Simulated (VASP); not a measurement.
# Rh (Im-3m) in VASP: notebook, part 2 of 3

VASP 6.6.1. Earlier steps stand in the parts before.

**4. Single point, LDA (volume scaled by 0.92)**

The input, INCAR:

```
SYSTEM = Rh
  PREC = Accurate
  ENCUT = 520
  EDIFF = 1E-7
  ISMEAR = -1
  SIGMA = 0.1
  LREAL = .False.
  LASPH = .True.
  NELM = 60
  ALGO = Normal
  ISIF = 2
  LWAVE = .False.
  LCHARG = .False.
  GGA = CA
  NBANDS = 14
```

The input, KPOINTS:

```
regular mesh
0
Gamma
  16 16 16
  0 0 0
```

The input, POSCAR:

```
Rh
1.0
   -1.4629526831      1.4629526831      1.4629526831
    1.4629526831     -1.4629526831      1.4629526831
    1.4629526831      1.4629526831     -1.4629526831
Rh
1
Direct
    0.0000000000      0.0000000000      0.0000000000
```

Potentials or basis: VASP PAW LDA potentials, release 64 (Rh_pv).

Started as:

```
$ cat potpaw_LDA.64/Rh_pv/POTCAR > POTCAR
$ mpirun -np 1 vasp_std > vasp.out
```

OUTCAR:

```text
SYSTEM = Rh
   PREC = Accurate
   ENCUT = 520
   EDIFF = 1E-7
   ISMEAR = -1
   LREAL = .False.
   LASPH = .True.
   NELM = 60
   ISIF = 2
   GGA = CA

 ion  position               nearest neighbor table
   1  0.000  0.000  0.000-

  LATTYP: Found a body centered cubic cell.
 ALAT       =     2.9259053662

  Lattice vectors:

 A1 = (  -1.4629526831,   1.4629526831,   1.4629526831)
 A2 = (   1.4629526831,  -1.4629526831,   1.4629526831)
 A3 = (   1.4629526831,   1.4629526831,  -1.4629526831)

Analysis of symmetry for initial positions (statically):
=====================================================================
 Subroutine PRICEL returns:
 Original cell was already a primitive cell.

 Routine SETGRP: Setting up the symmetry group for a
 body centered cubic supercell.

 Subroutine GETGRP returns: Found 48 space group operations
 (whereof 48 operations were pure point group operations)
 out of a pool of 48 trial point group operations.

The static configuration has the point symmetry O_h .

Analysis of symmetry for dynamics (positions and initial velocities):
=====================================================================
 Subroutine PRICEL returns:
 Original cell was already a primitive cell.

 Routine SETGRP: Setting up the symmetry group for a
 body centered cubic supercell.

 Subroutine GETGRP returns: Found 48 space group operations
 (whereof 48 operations were pure point group operations)
 out of a pool of 48 trial point group operations.

The dynamic configuration has the point symmetry O_h .

 Subroutine INISYM returns: Found 48 space group operations
 (whereof 48 operations are pure point group operations),
 and found     1 'primitive' translations

----------------------------------------------------------------------------------------

                                     Primitive cell

  volume of cell :      12.5242

  direct lattice vectors                    reciprocal lattice vectors
    -1.462952683  1.462952683  1.462952683     0.000000000  0.341774553  0.341774553
     1.462952683 -1.462952683  1.462952683     0.341774553  0.000000000  0.341774553
     1.462952683  1.462952683 -1.462952683     0.341774553  0.341774553  0.000000000

  length of vectors
     2.533908376  2.533908376  2.533908376     0.483342209  0.483342209  0.483342209

  position of ions in fractional coordinates (direct lattice)
     0.000000000  0.000000000  0.000000000

  ion indices of the primitive-cell ions
   primitive index   ion index
                 1           1

----------------------------------------------------------------------------------------

 KPOINTS: regular mesh

Automatic generation of k-mesh.
 Grid dimensions read from file:
 generate k-points for:   16   16   16

 Generating k-lattice:

  Cartesian coordinates                     Fractional coordinates (reciprocal lattice)
     0.000000000  0.021360910  0.021360910     0.062500000  0.000000000  0.000000000
     0.021360910  0.000000000  0.021360910     0.000000000  0.062500000  0.000000000
     0.021360910  0.021360910  0.000000000     0.000000000  0.000000000  0.062500000

  Length of vectors
     0.030208888  0.030208888  0.030208888

  Shift w.r.t. Gamma in fractional coordinates (k-lattice)
     0.000000000  0.000000000  0.000000000

 Subroutine IBZKPT returns following result:
 ===========================================

 Found    145 irreducible k-points:

 Following reciprocal coordinates:
            Coordinates               Weight
  0.000000  0.000000  0.000000      1.000000
  0.062500  0.000000  0.000000     12.000000
  0.125000  0.000000  0.000000     12.000000
  0.187500  0.000000  0.000000     12.000000
  0.250000  0.000000  0.000000     12.000000
  0.312500  0.000000  0.000000     12.000000
[... 16 lines left out ...]
  0.187500  0.187500  0.000000     24.000000
  0.250000  0.187500  0.000000     48.000000
 [... further k-points ...]
   k-points           NKPTS =    145   k-points in BZ     NKDIM =    145   number of bands    NBANDS=     14
   number of dos      NEDOS =    301   number of ions     NIONS =      1
   total plane-waves  NPLWV =   8000
   dimension x,y,z NGX =    20 NGY =   20 NGZ =   20
   dimension x,y,z NGXF=    40 NGYF=   40 NGZF=   40
   ions per type =               1
   NGX,Y,Z   is equivalent  to a cutoff of  13.12, 13.12, 13.12 a.u.
   NGXF,Y,Z  is equivalent  to a cutoff of  26.24, 26.24, 26.24 a.u.
 SYSTEM =  Rh
   PREC   = accura    normal or accurate (medium, high low for compatibility)
   ISTART =      0    job   : 0-new  1-cont  2-samecut
   ICHARG =      2    charge: 1-file 2-atom 10-const
   ISPIN  =      1    spin polarized calculation?
   LNONCOLLINEAR =      F non collinear calculations
   LSORBIT =      F    spin-orbit coupling
   LASPH  =      T    aspherical Exc in radial PAW
   ENCUT  =  520.0 eV  38.22 Ry    6.18 a.u.   4.71  4.71  4.71*2*pi/ulx,y,z
   NELM   =     60;   NELMIN=  2; NELMDL= -5     # of ELM steps
   EDIFF  = 0.1E-06   stopping-criterion for ELM
   LREAL  =      F    real-space projection
   EDIFFG = 0.1E-05   stopping-criterion for IOM
   NSW    =      0    number of steps for IOM
   IBRION =     -1    ionic relax: 0-MD 1-quasi-New 2-CG
   NFREE  =      0    steps in history (QN), initial steepest desc. (CG)
   ISIF   =      2    stress and relaxation
   ISYM   =      2    0-nonsym 1-usesym 2-fastsym
   POTIM  = 0.5000    time-step for ionic-motion
   TEBEG  =    0.0;   TEEND  =   0.0 temperature during run
   PSTRESS=    0.0 pullay stress
   NELECT =      15.0000    total number of electrons
   NUPDOWN=      -1.0000    fix difference up-down
   EMIN   =  10.00;   EMAX   =-10.00  energy-range for DOS
   EFERMI =   0.00;   METHOD = LEGACY
   ISMEAR =    -1;   SIGMA  =   0.10  broadening in eV -4-tet -1-fermi 0-gaus
   EFERMI_NEDOS =   21; number of points for ismear=-14 and -15
   IALGO  =     38    algorithm
   IMIX   =      4    mixing-type and parameters
     AMIX     =   0.40;   BMIX     =  1.00
     AMIX_MAG =   1.60;   BMIX_MAG =  1.00
  volume/ion in A,a.u.               =      12.52        84.52
  Fermi-wavevector in a.u.,A,eV,Ry     =   1.738554  3.285392 41.124585  3.022572
  Thomas-Fermi vector in A             =   2.811564
   LORBIT       =      0    0 simple, 1 ext, 2 COOP (PROOUT), +10 PAW based schemes
   GGA     = CA    functional components
   LHFCALC =     F    Hartree Fock is set to
   AEXX    =    0.0000 exact exchange contribution
   IVDW    =     0    specifies the selected vdW correction
   LEPSILON=     F    determine dielectric tensor
   LRPA    =     F    only Hartree local field effects (RPA)
 non-spin polarized calculation
  energy-cutoff  :      520.00
  volume of cell :       12.52
 maximum number of plane-waves:       370
   NGX =  9   NGY =  9   NGZ =  9

 number of electron      15.0000005 magnetization

 Free energy of the ion-electron system (eV)
  ---------------------------------------------------
  ext. energy  EPLUGINS =         0.00000000
  ---------------------------------------------------
  free energy    TOTEN  =        -8.21996464 eV

  energy without entropy =       -8.15428174  energy(sigma->0) =       -8.18712319

 E-fermi :  13.3146     XC(G=0): -14.9389

 val. band max:       13.3108103524   @ k =   0.2500   0.2500   0.0625
 cond. band min:      13.3215396387   @ k =   0.3750   0.1250   0.0625
 fundamental gap:      0.0107292863
 Fermi energy:        13.3145551757

 k-point     1 :       0.0000    0.0000    0.0000
  band No.  band energies     occupation
      1     -32.6383      2.00000
      2     -32.6383      2.00000
      3     -32.6383      2.00000
      4       4.7944      2.00000
      5       9.8534      2.00000
      6       9.8534      2.00000
      7       9.8534      2.00000
      8      12.7537      1.99269
      9      12.7537      1.99269
     10      31.8235      0.00000
     11      31.8235      0.00000
     12      31.8235      0.00000
     13      33.9421      0.00000
     14      43.4330      0.00000

 k-point     2 :       0.0625    0.0000    0.0000
  band No.  band energies     occupation
      1     -32.6801      2.00000
      2     -32.6517      2.00000
      3     -32.6384      2.00000
      4       4.9777      2.00000
      5       9.7726      2.00000
      6       9.8509      2.00000
      7      10.0078      2.00000
      8      12.6478      1.99746
      9      12.7586      1.99233
     10      31.9175      0.00000
[... 362 lines left out ...]
 k-point    24 :       0.2500    0.1875    0.0000
  band No.  band energies     occupation
      1     -33.4561      2.00000
      2     -32.9781      2.00000
      3     -32.7269      2.00000
      4       7.6139      2.00000
      5       8.6416      2.00000
      6       9.9869      2.00000
      7      12.2315      1.99996
      8      13.3482      0.83359
      9      15.9979      0.00000
     10      27.5117      0.00000
     11      28.9212      0.00000
     12      33.1040      0.00000
     13      33.9493      0.00000
     14      36.5894      0.00000

 [... further k-points ...]
[... 5 lines left out ...]
  --------------------------------------------------------------------------------------
  -------------------------------------------------------------------------------------
  Total        2.4014366      2.4014366      2.4014366     -0.0000000     -0.0000000      0.0000000
  in kB      307.2068317    307.2068317    307.2068317     -0.0000000     -0.0000000      0.0000000
  external PRESSURE =     307.2068317 kB  Pullay stress =       0.0000000 kB

 VOLUME and BASIS-vectors are now :
 -----------------------------------------------------------------------------
  energy-cutoff  :      520.00
  volume of cell :       12.52
      direct lattice vectors                 reciprocal lattice vectors
    -1.462952683  1.462952683  1.462952683     0.000000000  0.341774553  0.341774553
     1.462952683 -1.462952683  1.462952683     0.341774553  0.000000000  0.341774553
     1.462952683  1.462952683 -1.462952683     0.341774553  0.341774553  0.000000000

 POSITION                                       TOTAL-FORCE (eV/Angst)
 -----------------------------------------------------------------------------------
      0.00000      0.00000      0.00000         0.000000      0.000000      0.000000
 -----------------------------------------------------------------------------------
    total drift:                                0.000000     -0.000000      0.000000

  FREE ENERGIE OF THE ION-ELECTRON SYSTEM (eV)
  ---------------------------------------------------
  free  energy   TOTEN  =        -8.2199646363 eV

  energy  without entropy=       -8.1542817373  energy(sigma->0) =       -8.18712319
```

OSZICAR:

```text
N       E                     dE             d eps       ncg     rms          rms(c)
DAV:   1     0.118665451991E+03    0.11867E+03   -0.87216E+03  4088   0.117E+03
DAV:   2    -0.711539833335E+01   -0.12578E+03   -0.12040E+03  4534   0.345E+02
DAV:   3    -0.865279934798E+01   -0.15374E+01   -0.15341E+01  4798   0.418E+01
DAV:   4    -0.865814173019E+01   -0.53424E-02   -0.53422E-02  4660   0.250E+00
DAV:   5    -0.865818552083E+01   -0.43791E-04   -0.43793E-04  4702   0.200E-01    0.143E+01
DAV:   6    -0.825075464732E+01    0.40743E+00   -0.63979E-01  4246   0.108E+01    0.594E+00
DAV:   7    -0.822456820575E+01    0.26186E-01   -0.22803E-02  4600   0.183E+00    0.241E+00
DAV:   8    -0.822004929509E+01    0.45189E-02   -0.47580E-03  4270   0.978E-01    0.211E-01
DAV:   9    -0.821995911761E+01    0.90177E-04   -0.88321E-05  4504   0.133E-01    0.483E-02
DAV:  10    -0.821996455593E+01   -0.54383E-05   -0.25091E-06  4516   0.189E-02    0.547E-03
DAV:  11    -0.821996463628E+01   -0.80346E-07   -0.59657E-08  3320   0.320E-03
   1 F= -.82199646E+01 E0= -.81871232E+01  d E =-.656829E-01
```

stdout:

```text
POSCAR found type information on POSCAR Rh
 POSCAR found :  1 types and       1 ions
 scaLAPACK will be used
 LDA part: xc-table for (Slater(with rela. corr.)+CA(PZ))
 , standard interpolation
 POSCAR, INCAR and KPOINTS ok, starting setup
 FFT: planning ... GRIDC
 FFT: planning ... GRID_SOFT
 FFT: planning ... GRID
 WAVECAR not read
 entering main loop
```

It took 9.8 s on 1 thread of Intel Xeon 6975P-C (Granite Rapids), shared host; peak memory 0.13 GiB.

What came out:

```yaml
Free_energy: -8.2200 eV
Pressure: 30.7 GPa
```

Levels at points of the mesh, in eV from the Fermi level:
```csv
k point,band 4,band 5,band 6,band 7,band 8,band 9,band 10,band 11
"(0.00, 0.00, 0.00)",-8.52,-3.46,-3.46,-3.46,-0.56,-0.56,18.51,18.51
"(0.50, 0.00, 0.00)",-6.84,-5.26,-0.61,-0.11,1.27,1.95,10.62,14.70
"(0.50, 0.50, 0.50)",-6.94,-6.94,1.33,1.33,1.33,9.97,9.97,9.97
```

**5. Single point, LDA (volume scaled by 0.96)**

The input, INCAR:

```
SYSTEM = Rh
ALGO = Normal ; EDIFF = 1E-6
ENCUT = 520 ; ISIF = 2
ISMEAR = -1 ; LASPH = .True.
LCHARG = .True. ; LELF = .True.
LREAL = .False. ; LVHAR = .True.
LWAVE = .False. ; NBANDS = 14
NELM = 100 ; PREC = Accurate
SIGMA = 0.1
```

The input, KPOINTS:

```
k-points
0
Gamma
  16 16 16
  0 0 0
```

The input, POSCAR:

```
Rh
1.0
   -1.4838548312      1.4838548312      1.4838548312
    1.4838548312     -1.4838548312      1.4838548312
    1.4838548312      1.4838548312     -1.4838548312
Rh
1
Direct
    0.0000000000      0.0000000000      0.0000000000
```

Potentials or basis: VASP PAW LDA potentials, release 64 (Rh_pv).

Started as:

```
$ cat potpaw_LDA.64/Rh_pv/POTCAR > POTCAR
$ mpirun -np 1 vasp_std > vasp.out
```

OUTCAR:

```text
SYSTEM = Rh
   EDIFF = 1E-6
   ENCUT = 520
   ISIF = 2
   ISMEAR = -1
   LASPH = .True.
   LREAL = .False.
   NELM = 100
   PREC = Accurate

 ion  position               nearest neighbor table
   1  0.000  0.000  0.000-

  LATTYP: Found a body centered cubic cell.
 ALAT       =     2.9677096624

  Lattice vectors:

 A1 = (  -1.4838548312,   1.4838548312,   1.4838548312)
 A2 = (   1.4838548312,  -1.4838548312,   1.4838548312)
 A3 = (   1.4838548312,   1.4838548312,  -1.4838548312)

Analysis of symmetry for initial positions (statically):
=====================================================================
 Subroutine PRICEL returns:
 Original cell was already a primitive cell.

 Routine SETGRP: Setting up the symmetry group for a
 body centered cubic supercell.

 Subroutine GETGRP returns: Found 48 space group operations
 (whereof 48 operations were pure point group operations)
 out of a pool of 48 trial point group operations.

The static configuration has the point symmetry O_h .

Analysis of symmetry for dynamics (positions and initial velocities):
=====================================================================
 Subroutine PRICEL returns:
 Original cell was already a primitive cell.

[... 169 lines left out ...]
      9      11.9677      1.98857
     10      30.9699      0.00000
     11      30.9699      0.00000
     12      30.9699      0.00000
     13      33.1928      0.00000
     14      41.9828      0.00000
[... 377 lines left out ...]
      1     -34.1262      2.00000
      2     -33.7122      2.00000
      3     -33.4936      2.00000
      4       7.0969      2.00000
      5       8.0991      2.00000
      6       9.3314      2.00000
      7      11.4772      1.99991
      8      12.5096      0.87071
      9      15.0208      0.00000
     10      26.2451      0.00000
     11      27.6961      0.00000
     12      31.8002      0.00000
     13      33.1987      0.00000
     14      35.4295      0.00000

 [... further k-points ...]

------------------------ aborting loop because EDIFF is reached ----------------------------------------

  FORCE on cell =-STRESS in cart. coord.  units (eV):
  Direction    XX          YY          ZZ          XY          YZ          ZX
  --------------------------------------------------------------------------------------
  -------------------------------------------------------------------------------------
  Total        1.1394874      1.1394874      1.1394874      0.0000000     -0.0000000     -0.0000000
  in kB      139.6966091    139.6966091    139.6966091      0.0000000     -0.0000000     -0.0000000
  external PRESSURE =     139.6966091 kB  Pullay stress =       0.0000000 kB

 VOLUME and BASIS-vectors are now :
 -----------------------------------------------------------------------------
  energy-cutoff  :      520.00
  volume of cell :       13.07
      direct lattice vectors                 reciprocal lattice vectors
    -1.483854831  1.483854831  1.483854831     0.000000000  0.336960186  0.336960186
     1.483854831 -1.483854831  1.483854831     0.336960186  0.000000000  0.336960186
     1.483854831  1.483854831 -1.483854831     0.336960186  0.336960186  0.000000000

 POSITION                                       TOTAL-FORCE (eV/Angst)
 -----------------------------------------------------------------------------------
      0.00000      0.00000      0.00000         0.000000     -0.000000      0.000000
 -----------------------------------------------------------------------------------
    total drift:                                0.000000     -0.000000      0.000000

  FREE ENERGIE OF THE ION-ELECTRON SYSTEM (eV)
  ---------------------------------------------------
  free  energy   TOTEN  =        -8.2952035138 eV

  energy  without entropy=       -8.2260276492  energy(sigma->0) =       -8.26061558
```

stdout:

```text
POSCAR found type information on POSCAR Rh
 POSCAR found :  1 types and       1 ions
 scaLAPACK will be used
 LDA part: xc-table for (Slater(with rela. corr.)+CA(PZ))
 , standard interpolation
 POSCAR, INCAR and KPOINTS ok, starting setup
 FFT: planning ... GRIDC
 FFT: planning ... GRID_SOFT
 FFT: planning ... GRID
 WAVECAR not read
 entering main loop
```

It took 10 s on 1 thread of Intel Xeon 6975P-C (Granite Rapids), shared host; peak memory 0.13 GiB.

What came out:

| Item | Value |
| --- | --- |
| Free energy | -8.2952 eV |
| Pressure | 14.0 GPa |

[end of part 2 of 3]
